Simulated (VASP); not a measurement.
Here is a VASP 6.6.1 calculation.

INCAR

```
  ALGO = Normal
  EDIFF = 1E-7
  ENCUT = 520
  ISIF = 2
  ISMEAR = 1
  LASPH = T
  LCHARG = F
  LREAL = F
  LWAVE = F
  NBANDS = 10
  NELM = 60
  PREC = Accurate
  SIGMA = 0.1
```

File KPOINTS:

```
k-points
0
Gamma
  9 9 5
```

The input POSCAR:

```
Li
1.0
    2.9533300901      0.0000000000      0.0000000000
   -1.4766650450      2.5576588838      0.0000000000
    0.0000000000      0.0000000000      5.0212291223
Li
2
Direct
    0.3333333333      0.6666666667      0.2500000000
    0.6666666667      0.3333333333      0.7500000000
```

Potentials or basis: VASP PAW LDA potentials, release 64 (Li_sv).

Command:

```console
$ cat potpaw_LDA.64/Li_sv/POTCAR > POTCAR
$ mpirun -np 1 vasp_std > vasp.out
```

(1) Predict the band gap on the k mesh.

Results:

(1) zero (band 3 reaches 3.13 eV, above the bottom of band 4 at -1.27 eV).
